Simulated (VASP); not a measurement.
**InGa3As4: relaxation of cell and atoms with PBE**

InGa3As4:

```xyz
8
Lattice="3.9675 0.0000 0.0000 0.0000 3.9675 0.0000 0.0000 0.0000 11.2216" Properties=species:S:1:pos:R:3 pbc="T T T"
In    1.9837    1.9837    0.0000
Ga    0.0000    0.0000    8.4162
Ga    0.0000    0.0000    2.8054
Ga    1.9837    1.9837    5.6108
As    1.9837    0.0000    1.4027
As    0.0000    1.9837    4.2081
As    1.9837    0.0000    7.0135
As    0.0000    1.9837    9.8189
```

| Quantity | Value |
| --- | --- |
| Program | VASP 6.6.1 |
| Task | relaxation of cell and atoms |
| Functional | PBE |
| Potentials or basis | VASP PAW PBE potentials, release 64 (In_d, Ga_d, As) |
| Cutoff | 600 eV |
| k mesh | 4 × 4 × 2 |
| Occupations | gaussian, width 0.1 eV |
| Spin | no spin polarisation |
| Dipole correction | no |
| Further INCAR settings | ALGO = Normal; EDIFF = 1e-06; IBRION = 2; EDIFFG = -0.04; NSW = 90; ISIF = 3 |

| Property | Result |
| --- | --- |
| Relaxed volume | 25.28 Å³/atom |
| Relaxed cell | a = 4.171 Å, b = 4.171 Å, c = 11.621 Å, α = 90.00°, β = 90.00°, γ = 90.00° |
| Space group after relaxing (to 0.05 Å) | P-4m2 (No. 115) |
| Energy gained by relaxing | 135.1 meV/atom |
| Ionic steps | 10 |
| Pressure after relaxing | 0.1 GPa |
| Largest force after relaxing | 0.028 eV/Å |
| Band gap on the k mesh | zero (filled and empty bands touch) |

Forces in eV/Å, atoms in the order of the input:
```
In   0.000  0.000  0.000
Ga   0.000  0.000  0.028
Ga   0.000  0.000 -0.028
Ga   0.000  0.000  0.000
As   0.000  0.000  0.006
As   0.000  0.000  0.028
As   0.000  0.000 -0.028
As   0.000  0.000 -0.006
```

Stress tensor (GPa, compression positive):
```
0.01 0.00 0.00
0.00 0.01 0.00
0.00 0.00 0.13
```

Step by step:
```
step  energy change (eV)  largest force (eV/Å)  pressure (GPa)  volume (Å³)
   1              0.0000                2.0470           11.15       176.64
   2             -0.8251                0.4127           -3.50       218.90
   3             -0.9820                0.5709           -0.38       204.74
   4             -0.9820                0.5500           -0.50       205.33
   5             -1.0207                0.3399           -0.29       204.15
   6             -1.0557                0.2652            0.32       201.49
   7             -1.0725                0.1926           -0.08       202.81
   8             -1.0764                0.1483           -0.34       203.87
   9             -1.0805                0.0312            0.19       201.85
  10             -1.0807                0.0284            0.05       202.21
```

Final structure:
```yaml
crystal:
  lattice:
    - [4.17130, 0.00000, 0.00000]
    - [0.00000, 4.17130, 0.00000]
    - [0.00000, 0.00000, 11.62125]
  atoms:
    - { symbol: In, position: [0.50000, 0.50000, 0.00000] }
    - { symbol: Ga, position: [0.00000, 0.00000, 0.74068] }
    - { symbol: Ga, position: [0.00000, 0.00000, 0.25932] }
    - { symbol: Ga, position: [0.50000, 0.50000, 0.50000] }
    - { symbol: As, position: [0.50000, 0.00000, 0.13992] }
    - { symbol: As, position: [0.00000, 0.50000, 0.37949] }
    - { symbol: As, position: [0.50000, 0.00000, 0.62051] }
    - { symbol: As, position: [0.00000, 0.50000, 0.86008] }
```

Levels at points of the mesh, in eV from the Fermi level:
```tsv
k point	band 33	band 34	band 35	band 36	band 37	band 38	band 39	band 40
(0.00, 0.00, 0.00)	-1.39	-0.19	-0.04	-0.03	-0.03	1.40	1.43	1.95
(0.50, 0.00, 0.00)	-1.28	-1.00	-0.98	-0.68	0.64	0.83	2.18	2.68
(0.50, 0.50, 0.00)	-2.45	-2.39	-2.39	-2.28	1.57	1.57	1.68	1.89
(0.00, 0.00, 0.50)	-0.75	-0.75	-0.46	-0.46	1.33	1.37	1.62	1.89
(0.50, 0.00, 0.50)	-1.34	-1.32	-1.29	-0.69	1.56	1.66	1.69	2.17
(0.50, 0.50, 0.50)	-2.71	-2.70	-2.67	-2.67	2.53	2.53	2.62	2.65
```

Wall time 15 min on 1 thread of Intel Xeon 6975P-C, with other jobs on the host, peak memory 0.37 GiB.

Caveat: the k points lie up to 0.38 Å⁻¹ apart in the final cell; spin-orbit coupling is left out, which moves the levels of the heavy elements.
